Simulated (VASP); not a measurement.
Set up this calculation in VASP 6.6.1, as the native input.

* Task: single point
* Functional: PBE
* Potentials or basis: VASP PAW PBE potentials, release 64 (Co, Al)
* Cutoff: 520 eV
* k mesh: 10 × 10 × 6
* Occupations: fermi-dirac, width 0.05 eV
* Spin: no spin polarisation
* Dipole correction: no
* Further INCAR settings: ALGO = Normal; EDIFF = 1e-07; NBANDS = 20

The structure of AlCo (NiAs type) lies in POSCAR:

```
AlCo
1.0
    2.6640195362      0.0000000000      0.0000000000
   -1.3320097681      2.3071085945      0.0000000000
    0.0000000000      0.0000000000      7.4725930008
Co Al
2 2
Direct
    0.0000000000      0.0000000000      0.0000000000
    0.0000000000      0.0000000000      0.5000000000
    0.3333333333      0.6666666667      0.2500000000
    0.6666666667      0.3333333333      0.7500000000
```

This cell differs from its parent crystal: volume scaled by 0.94.

The input as run:

INCAR

```
  ALGO = Normal
  EDIFF = 1E-7
  ENCUT = 520
  GGA = PE
  ISIF = 2
  ISMEAR = -1
  LASPH = True
  LCHARG = True
  LELF = True
  LREAL = False
  LVHAR = True
  LWAVE = False
  NBANDS = 20
  NELM = 80
  PREC = Accurate
  SIGMA = 0.05
```

KPOINTS

```
k-points
0
Gamma
  10 10 6
```

Potentials or basis: VASP PAW PBE potentials, release 64 (Co, Al).

Launch:

```bash
$ cat potpaw_PBE.64/Co/POTCAR potpaw_PBE.64/Al/POTCAR > POTCAR
$ mpirun -np 1 vasp_std > vasp.out
```

Results of the run:

- Pressure: 11.1 GPa
- Band gap on the k mesh: zero (band 12 reaches 11.18 eV, above the bottom of band 13 at 9.81 eV)

Wall time 22 s on 1 thread of Intel(R) Xeon(R) 6975P-C (Granite Rapids), on a shared host, peak memory 0.18 GiB.
